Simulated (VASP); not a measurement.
A run of VASP 6.6.1 is set up as follows.

Contents of INCAR:

```
SYSTEM = KBr
PREC = Accurate
ENCUT = 520
EDIFF = 1E-6
ISMEAR = 0
SIGMA = 0.05
LREAL = .False.
LASPH = .True.
NELM = 100
ALGO = Normal
ISIF = 2
LWAVE = .False.
LCHARG = .False.
GGA = PS
NBANDS = 15
```

KPOINTS

```
regular mesh
0
Gamma
  4 4 4
  0 0 0
```

File POSCAR:

```
KBr
1.0
    0.0000000000      3.3327702772      3.3327702772
    3.3327702772      0.0000000000      3.3327702772
    3.3327702772      3.3327702772      0.0000000000
K Br
1 1
Direct
    0.0000000000      0.0000000000      0.0000000000
    0.5000000000      0.5000000000      0.5000000000
```

Potentials or basis: VASP PAW PBE potentials, release 64 (K_sv, Br).

Run with:

```console
$ cat potpaw_PBE.64/K_sv/POTCAR potpaw_PBE.64/Br/POTCAR > POTCAR
$ mpirun -np 1 vasp_std > vasp.out
```

**Question.** Estimate the pressure.

**Answer.** -0.7 GPa.

**Question.** Estimate the band gap on the k mesh.

**Answer.** 4.21 eV, direct.

Caveat: the PAW data sets were made with another functional, which shifts forces and pressure a little. As with any semilocal functional, this PBEsol gap is likely too small.
